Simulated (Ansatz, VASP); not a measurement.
## One calculation of Hf, two programs

Contents of INCAR:

```
  PREC = Accurate
  ENCUT = 520
  EDIFF = 1E-6
  ISMEAR = -1
  SIGMA = 0.05
  LREAL = F
  LASPH = T
  NELM = 80
  ALGO = Normal
  ISIF = 2
  LWAVE = F
  LCHARG = T
  GGA = PS
  LELF = T
  LVHAR = T
  NBANDS = 11
```

The input KPOINTS:

```
regular mesh
0
Gamma
  16 16 16
```

File POSCAR:

```
Hf
1.0
    0.0000000000      1.7532829585      1.7532829585
    1.7532829585      0.0000000000      1.7532829585
    1.7532829585      1.7532829585      0.0000000000
Hf
1
Direct
    0.0000000000      0.0000000000      0.0000000000
```

Input for Ansatz:

```yaml
crystal:
  lattice:
    - [0.0, 1.7532829585, 1.7532829585]
    - [1.7532829585, 0.0, 1.7532829585]
    - [1.7532829585, 1.7532829585, 0.0]
  atoms:
    - { symbol: Hf, position: [0.0, 0.0, 0.0] }
kpoints:
  mp_grid: { grid: [16, 16, 16] }
scf:
  occupations: { method: fermi_dirac, width: 0.05 }
hamiltonian:
  xc: pbesol
  pseudopotentials: { kind: all_electron, lapw: { basis_error: 0.001 } }
output:
  forces: true
  stress: true
  eigenvalues: true
  populations: true
```

Change from the starting cell: volume scaled by 0.5, LAPW.

Alike in both runs: task single point; functional PBEsol; k mesh 16 × 16 × 16; occupations fermi-dirac, width 0.05 eV; no spin polarisation.

|  | VASP | Ansatz |
| --- | --- | --- |
| version | VASP 6.6.1 | Ansatz 0.2.0 |
| potentials or method | VASP PAW PBE potentials, release 64 (Hf_pv), cutoff 520 eV | all-electron LAPW, scalar-relativistic |

```tsv
	VASP	Ansatz	Ansatz less VASP
pressure (GPa)	254.5	259.7	+5.20
```

VASP's potentials were made for PBE, not for PBEsol. Both programs put the cell under a high pressure, so it lies far from rest at this level. Ansatz ran all-electron here, and VASP with PAW potentials.

Neither program's run includes spin-orbit coupling. Noted on VASP's run: the cell as given lies far from equilibrium.
